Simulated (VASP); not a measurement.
Here is a VASP 6.6.1 calculation.

File INCAR:

```
SYSTEM = Mg3Sn3N
PREC = Accurate ; ENCUT = 520
EDIFF = 1E-6 ; ISMEAR = 0
SIGMA = 0.1 ; LREAL = .False.
LASPH = .True. ; NELM = 60
ALGO = Normal ; ISIF = 2
LWAVE = .False. ; LCHARG = .False.
GGA = PE ; NBANDS = 36
```

The input KPOINTS:

```
regular mesh
0
Gamma
  12 12 2
  0 0 0
```

POSCAR

```
Mg3Sn3N
1.0
    2.8601810880     -1.6512489106     -0.0075347752
    2.8601810880      1.6512489106     -0.0075347752
   -1.8332840140      0.0000000000     15.3442087827
Mg Sn N
3 3 1
Direct
    0.4840106929      0.4840106929      0.5939555424
    0.5956482692      0.5956482692      0.9277032204
    0.3059874261      0.3059874261      0.0611517034
    0.7643236112      0.7643236112      0.4323553024
    0.2042215838      0.2042215838      0.7538095136
    0.6986105998      0.6986105998      0.2360974218
    0.9509448715      0.9509448715      0.9949272960
```

Potentials or basis: VASP PAW PBE potentials, release 64 (Mg, Sn_d, N).

The run is started by

```sh
$ cat potpaw_PBE.64/Mg/POTCAR potpaw_PBE.64/Sn_d/POTCAR potpaw_PBE.64/N/POTCAR > POTCAR
$ mpirun -np 1 vasp_std > vasp.out
```

**Question.** What does it give for the band gap on the k mesh?

**Answer.** Zero (an odd number of electrons rules out a gap without spin polarisation).

**Question.** What does it give for the largest force?

**Answer.** 0.037 eV/Å.

Stress tensor (GPa, compression positive):
```
-0.13  0.00 -0.01
 0.00 -0.12  0.00
-0.01  0.00 -0.25
```

Caveat: spin-orbit coupling is left out, which moves the levels of the heavy elements.
